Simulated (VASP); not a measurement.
# Ti3O4 (Cmm2) in VASP: further runs, part 2 of 2

VASP 6.6.1.

### 3 Single point, PBEsol (all O atoms moved +0.013 Å, as atom 4 along Cartesian [0 0 1])

INCAR reads:

```
SYSTEM = Ti3O4
PREC     = Accurate       ! precision mode
ENCUT    = 520            ! plane-wave cutoff, eV
EDIFF    = 1E-6           ! SCF threshold, eV
ISMEAR   = 0              ! smearing method
SIGMA    = 0.15           ! smearing width, eV
LREAL    = .FALSE.        ! projectors in reciprocal space
LASPH    = .TRUE.         ! aspherical terms in the spheres
NELM     = 60             ! most SCF steps
ALGO     = Fast           ! electronic algorithm
ISIF     = 2              ! what is computed and relaxed
LWAVE    = .FALSE.        ! write WAVECAR
LCHARG   = .FALSE.        ! write CHGCAR
GGA      = PS             ! functional
NBANDS   = 39             ! bands
```

KPOINTS reads:

```
regular mesh
0
G
  8 8 14
  0 0 0
```

POSCAR reads:

```
Ti3O4
1.0
    2.9128162286     -4.0303540220      0.0000000000
    2.9128162286      4.0303540220      0.0000000000
    0.0000000000      0.0000000000      2.9690273773
Ti O
3 4
Direct
    0.0000000000      0.0000000000      0.5000000000
    0.5000000000      0.0000000000      0.0000000000
    0.0000000000      0.5000000000      0.0000000000
    0.7627833111      0.7627833111      0.0042101330
    0.2588765548      0.7411234452      0.5042101330
    0.2372166889      0.2372166889      0.0042101330
    0.7411234452      0.2588765548      0.5042101330
```

Potentials or basis: VASP PAW PBE potentials, release 64 (Ti_sv, O).

Started as:

```console
> cat potpaw_PBE.64/Ti_sv/POTCAR potpaw_PBE.64/O/POTCAR > POTCAR
> mpirun -np 1 vasp_std > vasp.out
```

OUTCAR:

```text
SYSTEM = Ti3O4
   PREC = Accurate
   ENCUT = 520
   EDIFF = 1E-6
   ISMEAR = 0
   LREAL = .FALSE.
   LASPH = .TRUE.
   NELM = 60
   ISIF = 2
   GGA = PS

 ion  position               nearest neighbor table
   1  0.000  0.000  0.500-   4 2.02   6 2.02   4 2.04   6 2.04   5 2.09   7 2.09   2 2.90   3 2.90
                             2 2.90   3 2.90   3 2.90   3 2.90   2 2.90   2 2.90
   2  0.500  0.000  0.000-   4 2.02   6 2.02   5 2.07   7 2.07   5 2.09   7 2.09   1 2.90   1 2.90
                             1 2.90   1 2.90   3 2.91   3 2.91
   3  0.000  0.500  0.000-   4 2.02   6 2.02   5 2.07   7 2.07   5 2.09   7 2.09   1 2.90   1 2.90
                             1 2.90   1 2.90   2 2.91   2 2.91
   4  0.763  0.763  0.004-   2 2.02   3 2.02   1 2.02   1 2.04
   5  0.259  0.741  0.504-   2 2.07   3 2.07   1 2.09   2 2.09   3 2.09
   6  0.237  0.237  0.004-   2 2.02   3 2.02   1 2.02   1 2.04
   7  0.741  0.259  0.504-   2 2.07   3 2.07   1 2.09   2 2.09   3 2.09

  LATTYP: Found a base centered orthorhombic cell.
 ALAT       =     5.8256324572
 B/A-ratio  =     1.3836623067
 C/A-ratio  =     0.5096489350

  Lattice vectors:

 A1 = (   2.9128162286,  -4.0303540220,   0.0000000000)
 A2 = (   2.9128162286,   4.0303540220,   0.0000000000)
 A3 = (   0.0000000000,   0.0000000000,   2.9690273773)

Analysis of symmetry for initial positions (statically):
=====================================================================
 Subroutine PRICEL returns:
 Original cell was already a primitive cell.

 Routine SETGRP: Setting up the symmetry group for a
 base centered orthorhombic supercell.

 Subroutine GETGRP returns: Found  4 space group operations
 (whereof  4 operations were pure point group operations)
 out of a pool of  8 trial point group operations.

The static configuration has the point symmetry C_2v.

Analysis of symmetry for dynamics (positions and initial velocities):
=====================================================================
 Subroutine PRICEL returns:
 Original cell was already a primitive cell.

 Routine SETGRP: Setting up the symmetry group for a
 base centered orthorhombic supercell.

 Subroutine GETGRP returns: Found  4 space group operations
 (whereof  4 operations were pure point group operations)
 out of a pool of  8 trial point group operations.

The dynamic configuration has the point symmetry C_2v.

 Subroutine INISYM returns: Found  4 space group operations
 (whereof  4 operations are pure point group operations),
 and found     1 'primitive' translations

----------------------------------------------------------------------------------------

                                     Primitive cell

  volume of cell :      69.7109

  direct lattice vectors                    reciprocal lattice vectors
     2.912816229 -4.030354022  0.000000000     0.171655182 -0.124058581  0.000000000
     2.912816229  4.030354022  0.000000000     0.171655182  0.124058581  0.000000000
     0.000000000  0.000000000  2.969027377     0.000000000  0.000000000  0.336810636

  length of vectors
     4.972750941  4.972750941  2.969027377     0.211792429  0.211792429  0.336810636

  position of ions in fractional coordinates (direct lattice)
     0.000000000  0.000000000  0.500000000
[... 49 lines left out ...]
  0.500000 -0.000000  0.000000      2.000000
  0.125000  0.125000  0.000000      2.000000
[... 16 lines left out ...]
  0.125000 -0.000000  0.071429      8.000000
  0.250000 -0.000000  0.071429      8.000000
 [... further k-points ...]
   k-points           NKPTS =    168   k-points in BZ     NKDIM =    168   number of bands    NBANDS=     39
   number of dos      NEDOS =    301   number of ions     NIONS =      7
   total plane-waves  NPLWV =  38400
   dimension x,y,z NGX =    40 NGY =   40 NGZ =   24
   dimension x,y,z NGXF=    80 NGYF=   80 NGZF=   48
   ions per type =               3   4
   NGX,Y,Z   is equivalent  to a cutoff of  13.37, 13.37, 13.44 a.u.
   NGXF,Y,Z  is equivalent  to a cutoff of  26.75, 26.75, 26.88 a.u.
 SYSTEM =  Ti3O4
   PREC   = accura    normal or accurate (medium, high low for compatibility)
   ISTART =      0    job   : 0-new  1-cont  2-samecut
   ICHARG =      2    charge: 1-file 2-atom 10-const
   ISPIN  =      1    spin polarized calculation?
   LNONCOLLINEAR =      F non collinear calculations
   LSORBIT =      F    spin-orbit coupling
   LASPH  =      T    aspherical Exc in radial PAW
   ENCUT  =  520.0 eV  38.22 Ry    6.18 a.u.   9.25  9.25  5.52*2*pi/ulx,y,z
   NELM   =     60;   NELMIN=  2; NELMDL= -5     # of ELM steps
   EDIFF  = 0.1E-05   stopping-criterion for ELM
   LREAL  =      F    real-space projection
   EDIFFG = 0.1E-04   stopping-criterion for IOM
   NSW    =      0    number of steps for IOM
   IBRION =     -1    ionic relax: 0-MD 1-quasi-New 2-CG
   NFREE  =      0    steps in history (QN), initial steepest desc. (CG)
   ISIF   =      2    stress and relaxation
   ISYM   =      2    0-nonsym 1-usesym 2-fastsym
   POTIM  = 0.5000    time-step for ionic-motion
   TEBEG  =    0.0;   TEEND  =   0.0 temperature during run
   PSTRESS=    0.0 pullay stress
   NELECT =      60.0000    total number of electrons
   NUPDOWN=      -1.0000    fix difference up-down
   EMIN   =  10.00;   EMAX   =-10.00  energy-range for DOS
   EFERMI =   0.00;   METHOD = LEGACY
   ISMEAR =     0;   SIGMA  =   0.15  broadening in eV -4-tet -1-fermi 0-gaus
   EFERMI_NEDOS =   21; number of points for ismear=-14 and -15
   IALGO  =     68    algorithm
   IMIX   =      4    mixing-type and parameters
     AMIX     =   0.40;   BMIX     =  1.00
     AMIX_MAG =   1.60;   BMIX_MAG =  1.00
  volume/ion in A,a.u.               =       9.96        67.20
  Fermi-wavevector in a.u.,A,eV,Ry     =   1.557250  2.942776 32.994515  2.425028
  Thomas-Fermi vector in A             =   2.660928
   LORBIT       =      0    0 simple, 1 ext, 2 COOP (PROOUT), +10 PAW based schemes
   GGA     = PS    functional components
   LHFCALC =     F    Hartree Fock is set to
   AEXX    =    0.0000 exact exchange contribution
   IVDW    =     0    specifies the selected vdW correction
   LEPSILON=     F    determine dielectric tensor
   LRPA    =     F    only Hartree local field effects (RPA)
 non-spin polarized calculation
 RMM-DIIS sequential band-by-band and
 Gauss-broadening in eV      SIGMA  =   0.15
  energy-cutoff  :      520.00
  volume of cell :       69.71
 maximum number of plane-waves:      1898
 NGX is ok and might be reduce to    40
   NGX = 19   NGY = 19   NGZ = 11

 number of electron      59.9999990 magnetization

 Free energy of the ion-electron system (eV)
  ---------------------------------------------------
  ext. energy  EPLUGINS =         0.00000000
  ---------------------------------------------------
  free energy    TOTEN  =       -65.93577211 eV

  energy without entropy =      -65.90363495  energy(sigma->0) =      -65.91970353

 E-fermi :   9.5118     XC(G=0): -12.3976

 val. band max:        9.5115489590   @ k =   0.3750   0.0000   0.0000
 cond. band min:       9.5120466831   @ k =   0.1250  -0.0000   0.4286
 fundamental gap:      0.0004977241
 Fermi energy:         9.5118249745

 k-point     1 :       0.0000    0.0000    0.0000
  band No.  band energies     occupation
      1     -48.4048      2.00000
      2     -48.3339      2.00000
      3     -48.1348      2.00000
      4     -25.3142      2.00000
      5     -25.1397      2.00000
      6     -24.8315      2.00000
[... 997 lines left out ...]
     38      11.7050      0.00000
     39      12.1433      0.00000

 [... further k-points ...]

------------------------ aborting loop because EDIFF is reached ----------------------------------------

  FORCE on cell =-STRESS in cart. coord.  units (eV):
  Direction    XX          YY          ZZ          XY          YZ          ZX
  --------------------------------------------------------------------------------------
  -------------------------------------------------------------------------------------
  Total        0.1684120      0.3190082      0.5239994      0.0000000      0.0000000      0.0000000
  in kB        3.8706431      7.3318221     12.0431715      0.0000000      0.0000000      0.0000000
  external PRESSURE =       7.7485456 kB  Pullay stress =       0.0000000 kB

 VOLUME and BASIS-vectors are now :
 -----------------------------------------------------------------------------
  energy-cutoff  :      520.00
  volume of cell :       69.71
      direct lattice vectors                 reciprocal lattice vectors
     2.912816229 -4.030354022  0.000000000     0.171655182 -0.124058581  0.000000000
     2.912816229  4.030354022  0.000000000     0.171655182  0.124058581  0.000000000
     0.000000000  0.000000000  2.969027377     0.000000000  0.000000000  0.336810636

 POSITION                                       TOTAL-FORCE (eV/Angst)
 -----------------------------------------------------------------------------------
      0.00000      0.00000      1.48451         0.000000      0.000000      0.156861
      1.45641     -2.01518      0.00000        -0.000000      0.000000      0.143082
      1.45641      2.01518      0.00000        -0.000000      0.000000      0.143082
      4.44370      0.00000      0.01250        -0.027030      0.000000     -0.101334
      2.91282      1.94363      1.49701         0.000000      0.000351     -0.120178
      1.38194      0.00000      0.01250         0.027030      0.000000     -0.101334
      2.91282     -1.94363      1.49701         0.000000     -0.000351     -0.120178
 -----------------------------------------------------------------------------------
    total drift:                                0.000000     -0.000000      0.000509

  FREE ENERGIE OF THE ION-ELECTRON SYSTEM (eV)
  ---------------------------------------------------
  free  energy   TOTEN  =       -65.9357721133 eV

  energy  without entropy=      -65.9036349497  energy(sigma->0) =      -65.91970353
```

Run time: 44 min. Hardware: 1 thread of Oxide Virtual Turin-like, shared host; peak memory 0.41 GiB.

What came out:

```yaml
Free_energy: -65.9358 eV
Pressure: 0.8 GPa
Largest_force: 0.157 eV/Å
Band_gap_on_the_k_mesh: zero (bands 30 and 31 overlap by 1.10 eV)
```

Forces on the atoms (eV/Å):
```
Ti   0.000  0.000  0.157
Ti   0.000  0.000  0.143
Ti   0.000  0.000  0.143
O   -0.027  0.000 -0.101
O    0.000  0.000 -0.120
O    0.027  0.000 -0.101
O    0.000  0.000 -0.120
```

Caveat: the cell differs from its parent crystal (all O atoms moved +0.013 Å, as atom 4 along Cartesian [0 0 1]); the PAW data sets were made with another functional, which shifts forces and pressure a little; semilocal functionals often make such compounds metallic where correlation or magnetic order opens a gap, which also shifts bond lengths.
